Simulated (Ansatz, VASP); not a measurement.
Ca3Lu in VASP and in Ansatz

```
CELL_PARAMETERS angstrom
5.32579 0.00000 0.00000
0.00000 5.32579 0.00000
0.00000 0.00000 5.32579
ATOMIC_POSITIONS crystal
Ca 0.50000 0.00000 0.00000
Ca 0.00000 0.50000 0.00000
Ca 0.00000 0.00000 0.50000
Lu 0.50000 0.50000 0.50000
```

Alike in both runs: task single point; functional PBE; k mesh 5 × 5 × 5; occupations fermi-dirac, width 0.05 eV; no spin polarisation.

```csv
,VASP,Ansatz
version,VASP 6.6.1,Ansatz 0.2.0
potentials or method,"VASP PAW PBE potentials, release 64 (Ca_sv, Lu), cutoff 520 eV","plane waves, PAW"
valence electrons in the cell,55,55
```

|  | VASP | Ansatz | Ansatz less VASP |
| --- | --- | --- | --- |
| pressure (GPa) | 0.5 | 0.5 | -0.02 |

With one functional, cell and mesh, what is left measures potentials, basis and numerics.

Spin-orbit coupling is off throughout.
